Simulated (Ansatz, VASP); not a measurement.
## SiC: VASP beside Ansatz

The input POSCAR:

```
SiC
1.0
    3.0160039324      0.0000000000      0.0000000000
   -1.5080019662      2.6119360233      0.0000000000
    0.0000000000      0.0000000000      9.8751883303
Si C
4 4
Direct
    0.0000000000      0.0000000000     -0.0001714550
    0.3333333333      0.6666666667      0.2499596674
    0.0000000000      0.0000000000      0.4998285450
    0.6666666667      0.3333333333      0.7499596674
    0.0000000000      0.0000000000      0.1872873145
    0.3333333333      0.6666666667      0.4379244731
    0.0000000000      0.0000000000      0.6872873145
    0.6666666667      0.3333333333      0.9379244731
```

File INCAR.step1:

```
PREC     = Accurate       # precision mode
ENCUT    = 520            # plane-wave cutoff, eV
EDIFF    = 1E-5           # SCF threshold, eV
ISMEAR   = 0              # smearing method
SIGMA    = 0.01           # smearing width, eV
LREAL    = False          # projectors in reciprocal space
LASPH    = True           # aspherical terms in the spheres
NELM     = 60             # most SCF steps
ALGO     = Normal         # electronic algorithm
ISIF     = 2              # what is computed and relaxed
LWAVE    = True           # write WAVECAR
LCHARG   = False          # write CHGCAR
NBANDS   = 26             # bands
GGA      = PE             # functional
```

The input INCAR.step2:

```
PREC     = Accurate       # precision mode
ENCUT    = 520            # plane-wave cutoff, eV
EDIFF    = 1E-6           # SCF threshold, eV
ISMEAR   = 0              # smearing method
SIGMA    = 0.01           # smearing width, eV
LREAL    = False          # projectors in reciprocal space
LASPH    = True           # aspherical terms in the spheres
NELM     = 60             # most SCF steps
ALGO     = Normal         # electronic algorithm
ISIF     = 2              # what is computed and relaxed
LWAVE    = False          # write WAVECAR
LCHARG   = False          # write CHGCAR
GGA      = PE             # functional
LHFCALC  = True           # exact exchange
HFSCREEN = 0.2079         # screening, 1/A
PRECFOCK = Fast         
NBANDS   = 26             # bands
ISTART   = 1
```

The input KPOINTS:

```
regular mesh
0
Gamma
  6 6 2
```

Input for Ansatz:

```yaml
crystal:
  lattice:
    - [3.0160039324, 0.0, 0.0]
    - [-1.5080019662, 2.6119360233, 0.0]
    - [0.0, 0.0, 9.8751883303]
  atoms:
    - { symbol: Si, position: [0.0, 0.0, -0.000171455] }
    - { symbol: Si, position: [0.3333333333, 0.6666666667, 0.2499596674] }
    - { symbol: Si, position: [0.0, 0.0, 0.499828545] }
    - { symbol: Si, position: [0.6666666667, 0.3333333333, 0.7499596674] }
    - { symbol: C, position: [0.0, 0.0, 0.1872873145] }
    - { symbol: C, position: [0.3333333333, 0.6666666667, 0.4379244731] }
    - { symbol: C, position: [0.0, 0.0, 0.6872873145] }
    - { symbol: C, position: [0.6666666667, 0.3333333333, 0.9379244731] }
kpoints:
  mp_grid: { grid: [6, 6, 2] }
  band_path:
    path:
      - [0.0, 0.0, 0.0]
      - [0.5, 0.0, 0.0]
      - [0.3333333333, 0.3333333333, 0.0]
      - [0.0, 0.0, 0.5]
      - [0.5, 0.0, 0.5]
      - [0.3333333333, 0.3333333333, 0.5]
      - [0.0, 0.5, 0.0]
    npoints: 1
hamiltonian:
  xc: hse06
scf:
  occupations: { method: fixed }
  n_extra_bands: 6
output:
  forces: true
  stress: true
  eigenvalues: true
```

Change from the starting cell: hydrostatic strain -2.0%.

Alike in both runs: task single point; functional HSE06; k mesh 6 × 6 × 2; no spin polarisation.

|  | VASP | Ansatz |
| --- | --- | --- |
| version | VASP 6.6.1 | Ansatz 0.2.0 |
| potentials or method | VASP PAW PBE potentials, release 64 (Si, C) | plane waves, PAW |
| plane-wave cutoff (eV) | 520 | 420 |
| occupations | gaussian, width 0.01 eV | fixed |
| valence electrons in the cell | 32 | 32 |

|  | VASP | Ansatz | Ansatz less VASP |
| --- | --- | --- | --- |
| gap on the k mesh at the Fermi level (eV) | 3.17 | 3.17 | -0.005 |
| pressure (GPa) | 13.9 | 14.4 | +0.48 |
| traceless stress, the component that is largest in VASP (GPa) | -0.34 | -0.37 | -0.022 |
| rms of the force components (eV/Å) | 0.006 | 0.007 | +0.0006 |

Atom by atom the forces differ by 0.001 eV/Å (rms over components). Ansatz's warnings: stress exchange threshold loose, stress scf threshold loose.
